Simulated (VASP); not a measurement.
# Na2H (P4mm) in VASP: a series of runs

Na2H is run at these levels: PBE; tasks: single point.

Program: VASP 6.6.1. These are calculated values, not measurements. Logs are shortened: lines on timing, memory, paths and dates and some standing lists are left out, and cuts for length are marked.

### Step 1. The cell of the first run

It takes space group P4mm (No. 99, tetragonal). The conventional cell has a = 3.366 Å, b = 3.366 Å, c = 5.709 Å, α = 90.00°, β = 90.00°, γ = 90.00°. Within 3.5 Å of Na (site symmetry 4mm) lie 2 H at 2.65 to 3.06 Å and 4 Na at 3.37 Å. Na (site symmetry 4mm) has 4 H at 2.39 Å within 3.2 Å. H (site symmetry 4mm) has 6 Na at 2.39 to 3.06 Å within 3.2 Å.

### Step 2. Single point, PBE

INCAR reads:

```
ALGO = Normal
EDIFF = 1E-7
ENCUT = 520
GGA = PE
ISIF = 2
ISMEAR = 0
LASPH = True
LCHARG = False
LREAL = False
LWAVE = False
NBANDS = 14
NELM = 60
PREC = Accurate
SIGMA = 0.1
```

KPOINTS reads:

```
k-points
0
Gamma
  6 6 4
```

POSCAR reads:

```
Na2H
1.0
    3.3663773120      0.0000000000      0.0000000000
    0.0000000000      3.3663773120      0.0000000000
    0.0000000000      0.0000000000      5.7093891508
Na H
2 1
Direct
    0.0000000000      0.0000000000      0.0138139266
    0.5000000000      0.5000000000      0.5081421414
    0.0000000000      0.0000000000      0.4780439321
```

Potentials or basis: VASP PAW PBE potentials, release 64 (Na_pv, H).

The run is started by

```sh
$ cat potpaw_PBE.64/Na_pv/POTCAR potpaw_PBE.64/H/POTCAR > POTCAR
$ mpirun -np 1 vasp_std > vasp.out
```

OUTCAR:

```text
EDIFF = 1E-7
   ENCUT = 520
   GGA = PE
   ISIF = 2
   ISMEAR = 0
   LASPH = True
   LREAL = False
   NELM = 60
   PREC = Accurate

 ion  position               nearest neighbor table
   1  0.000  0.000  0.014-
   2  0.500  0.500  0.508-
   3  0.000  0.000  0.478-

  LATTYP: Found a simple tetragonal cell.
 ALAT       =     3.3663773120
 C/A-ratio  =     1.6960039299

  Lattice vectors:

 A1 = (   3.3663773120,   0.0000000000,   0.0000000000)
 A2 = (   0.0000000000,   3.3663773120,   0.0000000000)
 A3 = (   0.0000000000,   0.0000000000,   5.7093891508)

Analysis of symmetry for initial positions (statically):
=====================================================================
 Subroutine PRICEL returns:
 Original cell was already a primitive cell.

 Routine SETGRP: Setting up the symmetry group for a
 simple tetragonal supercell.

 Subroutine GETGRP returns: Found  8 space group operations
 (whereof  8 operations were pure point group operations)
 out of a pool of 16 trial point group operations.

The static configuration has the point symmetry C_4v.

Analysis of symmetry for dynamics (positions and initial velocities):
=====================================================================
 Subroutine PRICEL returns:
 Original cell was already a primitive cell.

 Routine SETGRP: Setting up the symmetry group for a
 simple tetragonal supercell.

 Subroutine GETGRP returns: Found  8 space group operations
 (whereof  8 operations were pure point group operations)
 out of a pool of 16 trial point group operations.

The dynamic configuration has the point symmetry C_4v.

 Subroutine INISYM returns: Found  8 space group operations
 (whereof  8 operations are pure point group operations),
 and found     1 'primitive' translations

----------------------------------------------------------------------------------------

                                     Primitive cell

  volume of cell :      64.7016

  direct lattice vectors                    reciprocal lattice vectors
     3.366377312  0.000000000  0.000000000     0.297055234  0.000000000  0.000000000
     0.000000000  3.366377312  0.000000000     0.000000000  0.297055234  0.000000000
     0.000000000  0.000000000  5.709389151     0.000000000  0.000000000  0.175150086

  length of vectors
     3.366377312  3.366377312  5.709389151     0.297055234  0.297055234  0.175150086

  position of ions in fractional coordinates (direct lattice)
     0.000000000  0.000000000  0.013813927
     0.500000000  0.500000000  0.508142141
     0.000000000  0.000000000  0.478043932

  ion indices of the primitive-cell ions
   primitive index   ion index
                 1           1
                 2           2
                 3           3

----------------------------------------------------------------------------------------

 KPOINTS: k-points

Automatic generation of k-mesh.
 Grid dimensions read from file:
 generate k-points for:    6    6    4

 Generating k-lattice:

  Cartesian coordinates                     Fractional coordinates (reciprocal lattice)
     0.049509206  0.000000000  0.000000000     0.166666667  0.000000000  0.000000000
     0.000000000  0.049509206  0.000000000     0.000000000  0.166666667  0.000000000
     0.000000000  0.000000000  0.043787521     0.000000000  0.000000000  0.250000000

  Length of vectors
     0.049509206  0.049509206  0.043787521

  Shift w.r.t. Gamma in fractional coordinates (k-lattice)
     0.000000000  0.000000000  0.000000000

 Subroutine IBZKPT returns following result:
 ===========================================

 Found     30 irreducible k-points:

 Following reciprocal coordinates:
            Coordinates               Weight
  0.000000  0.000000  0.000000      1.000000
  0.166667  0.000000  0.000000      4.000000
  0.333333  0.000000  0.000000      4.000000
  0.500000  0.000000  0.000000      2.000000
  0.166667  0.166667  0.000000      4.000000
  0.333333  0.166667  0.000000      8.000000
[... 16 lines left out ...]
  0.333333  0.000000  0.500000      4.000000
  0.500000  0.000000  0.500000      2.000000
 [... further k-points ...]
   k-points           NKPTS =     30   k-points in BZ     NKDIM =     30   number of bands    NBANDS=     14
   number of dos      NEDOS =    301   number of ions     NIONS =      3
   total plane-waves  NPLWV =  32928
   dimension x,y,z NGX =    28 NGY =   28 NGZ =   42
   dimension x,y,z NGXF=    56 NGYF=   56 NGZF=   84
   ions per type =               2   1
   NGX,Y,Z   is equivalent  to a cutoff of  13.83, 13.83, 12.23 a.u.
   NGXF,Y,Z  is equivalent  to a cutoff of  27.66, 27.66, 24.46 a.u.
 SYSTEM =  unknown system
   PREC   = accura    normal or accurate (medium, high low for compatibility)
   ISTART =      0    job   : 0-new  1-cont  2-samecut
   ICHARG =      2    charge: 1-file 2-atom 10-const
   ISPIN  =      1    spin polarized calculation?
   LNONCOLLINEAR =      F non collinear calculations
   LSORBIT =      F    spin-orbit coupling
   LASPH  =      T    aspherical Exc in radial PAW
   ENCUT  =  520.0 eV  38.22 Ry    6.18 a.u.   6.26  6.26 10.62*2*pi/ulx,y,z
   NELM   =     60;   NELMIN=  2; NELMDL= -5     # of ELM steps
   EDIFF  = 0.1E-06   stopping-criterion for ELM
   LREAL  =      F    real-space projection
   EDIFFG = 0.1E-05   stopping-criterion for IOM
   NSW    =      0    number of steps for IOM
   IBRION =     -1    ionic relax: 0-MD 1-quasi-New 2-CG
   NFREE  =      0    steps in history (QN), initial steepest desc. (CG)
   ISIF   =      2    stress and relaxation
   ISYM   =      2    0-nonsym 1-usesym 2-fastsym
   POTIM  = 0.5000    time-step for ionic-motion
   TEBEG  =    0.0;   TEEND  =   0.0 temperature during run
   PSTRESS=    0.0 pullay stress
   NELECT =      15.0000    total number of electrons
   NUPDOWN=      -1.0000    fix difference up-down
   EMIN   =  10.00;   EMAX   =-10.00  energy-range for DOS
   EFERMI =   0.00;   METHOD = LEGACY
   ISMEAR =     0;   SIGMA  =   0.10  broadening in eV -4-tet -1-fermi 0-gaus
   EFERMI_NEDOS =   21; number of points for ismear=-14 and -15
   IALGO  =     38    algorithm
   IMIX   =      4    mixing-type and parameters
     AMIX     =   0.40;   BMIX     =  1.00
     AMIX_MAG =   1.60;   BMIX_MAG =  1.00
  volume/ion in A,a.u.               =      21.57       145.54
  Fermi-wavevector in a.u.,A,eV,Ry     =   1.005696  1.900490 13.761273  1.011425
  Thomas-Fermi vector in A             =   2.138392
   LORBIT       =      0    0 simple, 1 ext, 2 COOP (PROOUT), +10 PAW based schemes
   GGA     = PE    functional components
   LHFCALC =     F    Hartree Fock is set to
   AEXX    =    0.0000 exact exchange contribution
   IVDW    =     0    specifies the selected vdW correction
   LEPSILON=     F    determine dielectric tensor
   LRPA    =     F    only Hartree local field effects (RPA)
 non-spin polarized calculation
 Gauss-broadening in eV      SIGMA  =   0.10
  energy-cutoff  :      520.00
  volume of cell :       64.70
 maximum number of plane-waves:      1760
 NGX is ok and might be reduce to    28
   NGX = 13   NGY = 13   NGZ = 21

 number of electron      15.0000006 magnetization

 Free energy of the ion-electron system (eV)
  ---------------------------------------------------
  ext. energy  EPLUGINS =         0.00000000
  ---------------------------------------------------
  free energy    TOTEN  =        -5.99715521 eV

  energy without entropy =       -5.99165962  energy(sigma->0) =       -5.99440741

 E-fermi :   0.7143     XC(G=0):  -7.1028

 val. band max:        0.6440446973   @ k =   0.3333   0.1667   0.2500
 cond. band min:       0.7823665114   @ k =   0.3333   0.0000   0.0000
 fundamental gap:      0.1383218141
 Fermi energy:         0.7143034309

 k-point     1 :       0.0000    0.0000    0.0000
  band No.  band energies     occupation
      1     -24.0639      2.00000
      2     -24.0588      2.00000
      3     -24.0588      2.00000
      4     -23.8803      2.00000
      5     -23.7878      2.00000
      6     -23.7878      2.00000
      7      -4.2469      2.00000
      8       0.0733      2.00000
      9       1.6514      0.00000
     10       8.7464      0.00000
     11       8.8825      0.00000
     12       9.9566      0.00000
     13       9.9566      0.00000
     14      12.5964      0.00000

 k-point     2 :       0.1667    0.0000    0.0000
  band No.  band energies     occupation
      1     -24.0724      2.00000
      2     -24.0617      2.00000
      3     -24.0577      2.00000
      4     -23.8795      2.00000
      5     -23.8020      2.00000
      6     -23.7865      2.00000
      7      -3.9319      2.00000
      8       0.3338      2.00000
      9       1.9821      0.00000
     10       6.0637      0.00000
     11       8.5501      0.00000
     12      10.1214      0.00000
     13      10.2370      0.00000
     14      10.7748      0.00000

 k-point     3 :       0.3333    0.0000    0.0000
  band No.  band energies     occupation
      1     -24.0995      2.00000
      2     -24.0575      2.00000
      3     -24.0553      2.00000
      4     -23.8779      2.00000
      5     -23.8304      2.00000
      6     -23.7840      2.00000
      7      -3.1028      2.00000
      8       0.7824      0.33577
      9       2.9550      0.00000
     10       3.8100      0.00000
     11       6.6471      0.00000
     12       7.1325      0.00000
     13      10.7977      0.00000
     14      11.0670      0.00000
[... 324 lines left out ...]
 k-point    23 :       0.3333    0.0000    0.5000
  band No.  band energies     occupation
      1     -24.1003      2.00000
      2     -24.0578      2.00000
      3     -24.0553      2.00000
      4     -23.8779      2.00000
      5     -23.8295      2.00000
      6     -23.7841      2.00000
      7      -2.8432      2.00000
      8      -0.1047      2.00000
      9       2.9932      0.00000
     10       4.1616      0.00000
     11       7.1066      0.00000
     12       8.5430      0.00000
     13      11.1405      0.00000
     14      11.6801      0.00000

 k-point    24 :       0.5000    0.0000    0.5000
  band No.  band energies     occupation
      1     -24.1140      2.00000
      2     -24.0567      2.00000
      3     -24.0541      2.00000
      4     -23.8762      2.00000
      5     -23.8433      2.00000
      6     -23.7828      2.00000
      7      -2.3108      2.00000
      8       1.4429      0.00000
      9       1.9703      0.00000
     10       2.0341      0.00000
     11       7.6518      0.00000
     12       9.8147      0.00000
     13       9.9994      0.00000
     14      10.7255      0.00000

 [... further k-points ...]
[... 5 lines left out ...]
  --------------------------------------------------------------------------------------
  -------------------------------------------------------------------------------------
  Total       -0.0226612     -0.0226612      0.3225469      0.0000000     -0.0000000      0.0000000
  in kB       -0.5611490     -0.5611490      7.9870842      0.0000000     -0.0000000      0.0000000
  external PRESSURE =       2.2882620 kB  Pullay stress =       0.0000000 kB

 VOLUME and BASIS-vectors are now :
 -----------------------------------------------------------------------------
  energy-cutoff  :      520.00
  volume of cell :       64.70
      direct lattice vectors                 reciprocal lattice vectors
     3.366377312  0.000000000  0.000000000     0.297055234  0.000000000  0.000000000
     0.000000000  3.366377312  0.000000000     0.000000000  0.297055234  0.000000000
     0.000000000  0.000000000  5.709389151     0.000000000  0.000000000  0.175150086

 POSITION                                       TOTAL-FORCE (eV/Angst)
 -----------------------------------------------------------------------------------
      0.00000      0.00000      0.07887         0.000000      0.000000      0.038205
      1.68319      1.68319      2.90118         0.000000     -0.000000      0.003511
      0.00000      0.00000      2.72934         0.000000      0.000000     -0.041716
 -----------------------------------------------------------------------------------
    total drift:                                0.000000      0.000000     -0.000254

  FREE ENERGIE OF THE ION-ELECTRON SYSTEM (eV)
  ---------------------------------------------------
  free  energy   TOTEN  =        -5.9971552071 eV

  energy  without entropy=       -5.9916596157  energy(sigma->0) =       -5.99440741
```

Wall time 11 s (1 thread of Intel Xeon 6975P-C (Granite Rapids), shared host); peak memory 0.17 GiB.

Results:

* Free energy: -5.9972 eV
* Pressure: 0.2 GPa
* Largest force: 0.042 eV/Å

Forces on the atoms (eV/Å):
```
Na   0.000  0.000  0.038
Na   0.000  0.000  0.004
H    0.000  0.000 -0.042
```

### Step 3. Single point, PBE

This run uses another cell than the first one, of 22.58 Å³/atom, 1.047 times its volume.

INCAR reads:

```
SYSTEM = Na2H
PREC = Accurate
ENCUT = 520
EDIFF = 1E-7
ISMEAR = 0
SIGMA = 0.1
LREAL = .FALSE.
LASPH = .TRUE.
NELM = 100
ALGO = Normal
ISIF = 2
LWAVE = .FALSE.
LCHARG = .FALSE.
GGA = PE
NBANDS = 14
```

KPOINTS reads:

```
regular mesh
0
G
  6 6 4
  0 0 0
```

POSCAR reads:

```
Na2H
1.0
    3.3140210686      0.0000000000      0.0000000000
    0.0000000000      3.3140210686      0.0000000000
    0.0000000000      0.0000000000      6.1691696520
Na H
2 1
Direct
    0.0000000000      0.0000000000      0.0445917391
    0.5000000000      0.5000000000      0.5219915369
    0.0000000000      0.0000000000      0.4334167241
```

Potentials or basis: VASP PAW PBE potentials, release 64 (Na_pv, H).

The run is started by

```sh
$ cat potpaw_PBE.64/Na_pv/POTCAR potpaw_PBE.64/H/POTCAR > POTCAR
$ mpirun -np 1 vasp_std > vasp.out
```

Wall time 12 s (1 thread of Intel Xeon 6975P-C (Granite Rapids), shared host); peak memory 0.18 GiB.

It converged, with:

```yaml
Free_energy: -6.0341 eV
Pressure: 0.0 GPa
Largest_force: 0.010 eV/Å
```

Forces in eV/Å, atoms in the order of the input:
```
Na   0.000  0.000  0.010
Na   0.000  0.000  0.000
H    0.000  0.000 -0.009
```

Stress tensor (GPa, compression positive):
```
-0.04  0.00  0.00
 0.00 -0.04  0.00
 0.00  0.00  0.05
```

Levels at points of the mesh, in eV from the Fermi level:
| k point | band 3 | band 4 | band 5 | band 6 | band 7 | band 8 | band 9 | band 10 | band 11 | band 12 |
| --- | --- | --- | --- | --- | --- | --- | --- | --- | --- | --- |
| (0.00, 0.00, 0.00) | -24.77 | -24.62 | -24.54 | -24.54 | -4.89 | -1.00 | 0.62 | 7.45 | 8.67 | 9.77 |
| (0.50, 0.00, 0.00) | -24.76 | -24.62 | -24.60 | -24.54 | -3.09 | 0.09 | 2.38 | 3.66 | 3.89 | 4.32 |
| (0.50, 0.50, 0.00) | -24.75 | -24.61 | -24.59 | -24.59 | -1.99 | 3.09 | 3.09 | 3.51 | 6.32 | 6.35 |
| (0.00, 0.00, 0.50) | -24.77 | -24.62 | -24.54 | -24.54 | -4.64 | -2.28 | 3.16 | 5.18 | 9.42 | 9.69 |
| (0.50, 0.00, 0.50) | -24.76 | -24.62 | -24.60 | -24.54 | -3.00 | 0.79 | 1.33 | 1.40 | 6.43 | 8.20 |
| (0.50, 0.50, 0.50) | -24.75 | -24.61 | -24.59 | -24.59 | -1.96 | 3.80 | 3.80 | 3.85 | 4.14 | 4.14 |
